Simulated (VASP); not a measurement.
Write the native input for VASP 6.6.1 that does the following.

```yaml
Task: single point
Functional: PBE
Potentials_or_basis: VASP PAW PBE potentials, release 64 (Nb_sv, Ag, C)
Cutoff: 520 eV
k_mesh: 6 × 6 × 4
Occupations: gaussian, width 0.2 eV
Spin: no spin polarisation
Dipole_correction: no
Further_INCAR_settings: ALGO = Normal; EDIFF = 1e-06; NBANDS = 47
```

The structure of NbAgC3 lies in POSCAR:

```
NbAgC3
1.0
    3.9802271649      0.0000000000      0.0000000000
    0.0000000000      3.9802271649      0.0000000000
    0.0000000000      0.0000000000      7.9604543298
Nb Ag C
2 2 6
Direct
    0.0000000000      0.0000000000      0.5000000000
    0.0000000000      0.0000000000      0.0000000000
    0.5000000000      0.5000000000      0.2500000000
    0.5000000000      0.5000000000      0.7500000000
    0.5000000000      0.5000000000      0.0000000000
    0.5000000000      0.5000000000      0.5000000000
    0.5000000000      0.0000000000      0.2500000000
    0.5000000000      0.0000000000      0.7500000000
    1.0000000000      0.5000000000      0.2500000000
    1.0000000000      0.5000000000      0.7500000000
```

One way to write it, as run:

INCAR

```
PREC = Accurate
ENCUT = 520
EDIFF = 1E-6
ISMEAR = 0
SIGMA = 0.2
LREAL = False
LASPH = True
NELM = 100
ALGO = Normal
ISIF = 2
LWAVE = False
LCHARG = False
GGA = PE
NBANDS = 47
```

KPOINTS

```
regular mesh
0
Gamma
  6 6 4
```

Potentials or basis: VASP PAW PBE potentials, release 64 (Nb_sv, Ag, C).

Run with:

```sh
$ cat potpaw_PBE.64/Nb_sv/POTCAR potpaw_PBE.64/Ag/POTCAR potpaw_PBE.64/C/POTCAR > POTCAR
$ mpirun -np 1 vasp_std > vasp.out
```

Results of the run:

```yaml
Pressure: 0.2 GPa
Band_gap_on_the_k_mesh: zero (band 36 reaches 8.74 eV, above the bottom of band 37 at 7.81 eV)
```

It took 3.8 min on 1 thread of Intel(R) Xeon(R) Platinum 8488C (Sapphire Rapids), on a shared host, peak memory 0.31 GiB.
